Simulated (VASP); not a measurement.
Set up this calculation in VASP 6.6.1, as the native input.

```yaml
Task: single point
Functional: PBE
Potentials_or_basis: VASP PAW PBE potentials, release 64 (Rh_pv, N)
Cutoff: 520 eV
k_mesh: 12 × 12 × 12
Occupations: gaussian, width 0.05 eV
Spin: no spin polarisation
Dipole_correction: no
Further_INCAR_settings: ALGO = Normal; EDIFF = 1e-06; NBANDS = 17
```

The structure of RhN lies in POSCAR:

```
RhN
1.0
    0.0000000000      2.2995982485      2.2995982485
    2.2995982485      0.0000000000      2.2995982485
    2.2995982485      2.2995982485      0.0000000000
Rh N
1 1
Direct
    0.0000000000      0.0000000000      0.0000000000
    0.2500000000      0.2500000000      0.2500000000
```

One way to write it, as run:

INCAR

```
SYSTEM = RhN
PREC = Accurate
ENCUT = 520
EDIFF = 1E-6
ISMEAR = 0
SIGMA = 0.05
LREAL = .FALSE.
LASPH = .TRUE.
NELM = 80
ALGO = Normal
ISIF = 2
LWAVE = .FALSE.
LCHARG = .FALSE.
GGA = PE
NBANDS = 17
```

KPOINTS

```
Automatic mesh
0
G
  12 12 12
  0 0 0
```

Potentials or basis: VASP PAW PBE potentials, release 64 (Rh_pv, N).

Launch:

```bash
$ cat potpaw_PBE.64/Rh_pv/POTCAR potpaw_PBE.64/N/POTCAR > POTCAR
$ mpirun -np 1 vasp_std > vasp.out
```

Results of the run:

```yaml
Pressure: 0.0 GPa
Band_gap_on_the_k_mesh: zero (bands 10 and 11 overlap by 2.93 eV)
```

Run time: 30 s on 1 thread of Intel Xeon 8259CL, on a shared host, peak memory 0.16 GiB.
